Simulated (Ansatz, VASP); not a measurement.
CdSe: VASP beside Ansatz

INCAR

```
PREC = Accurate
ENCUT = 520
EDIFF = 1E-6
ISMEAR = -1
SIGMA = 0.05
LREAL = F
LASPH = T
NELM = 150
ALGO = Normal
ISIF = 2
LWAVE = F
LCHARG = F
MAGMOM = 0 0 0 0 0 0 0 0 0 0 0 0
LORBIT = 11
LSORBIT = T
GGA_COMPAT = F
LORBMOM = T
NBANDS = 50
```

KPOINTS

```
regular mesh
0
Gamma
  5 5 3
```

File POSCAR:

```
CdSe
1.0
    4.3000000000      0.0000000000      0.0000000000
   -2.1500000000      3.7239092363      0.0000000000
    0.0000000000      0.0000000000      7.0200000000
Cd Se
2 2
Direct
    0.6666666667      0.3333333333      0.5000000000
    0.3333333333      0.6666666667      0.0000000000
    0.6666666667      0.3333333333      0.8850000000
    0.3333333333      0.6666666667      0.3850000000
```

File input.yaml:

```yaml
crystal:
  lattice:
    - [4.3, 0.0, 0.0]
    - [-2.15, 3.7239092363, 0.0]
    - [0.0, 0.0, 7.02]
  atoms:
    - { symbol: Cd, position: [0.6666666667, 0.3333333333, 0.5] }
    - { symbol: Cd, position: [0.3333333333, 0.6666666667, 0.0] }
    - { symbol: Se, position: [0.6666666667, 0.3333333333, 0.885] }
    - { symbol: Se, position: [0.3333333333, 0.6666666667, 0.385] }
hamiltonian:
  xc: lda
  pseudopotentials: { kind: paw_fr }
magnetization:
  noncollinear: true
  spin_orbit: true
kpoints:
  mp_grid: { grid: [5, 5, 3] }
  band_path:
    path:
      - [[0.0, 0.0, 0.0], [0.5, 0.0, 0.0], [0.3333333333, 0.3333333333, 0.0], [0.0, 0.0, 0.0], [0.0, 0.0, 0.5], [0.5, 0.0, 0.5], [0.3333333333, 0.3333333333, 0.5], [0.0, 0.0, 0.5]]
      - [[0.5, 0.0, 0.5], [0.5, 0.0, 0.0]]
      - [[0.3333333333, 0.3333333333, 0.0], [0.3333333333, 0.3333333333, 0.5]]
    npoints: 14
scf:
  occupations: { method: fermi_dirac, width: 0.05 }
  n_extra_bands: 10
output:
  forces: true
  stress: true
  eigenvalues: true
  fatbands: true
```

Alike in both runs: functional LDA; k mesh 5 × 5 × 3; occupations fermi-dirac, width 0.05 eV; non-collinear spin, spin-orbit coupling.

|  | VASP | Ansatz |
| --- | --- | --- |
| version | VASP 6.6.1 | Ansatz 0.2.0 |
| potentials or method | VASP PAW LDA potentials, release 64 (Cd, Se) | Ansatz PAW |
| plane-wave cutoff (eV) | 520 | 420 |
| valence electrons in the cell | 36 | 72 |
| task | single point | band structure |

|  | VASP | Ansatz | Ansatz less VASP |
| --- | --- | --- | --- |
| pressure (GPa) | -1.4 | -1.8 | -0.45 |
| traceless stress, the component that is largest in VASP (GPa) | -1.16 | -1.09 | +0.078 |
| rms of the force components (eV/Å) | 0.155 | 0.148 | -0.0071 |

LDA's correlation is that of Perdew and Zunger in VASP and of Perdew and Wang (1992) in Ansatz. Atom by atom the forces differ by 0.007 eV/Å (rms over components). VASP's potentials hold 36 valence electrons a cell and Ansatz's 72, so a difference there can come from the potentials and not from the codes.
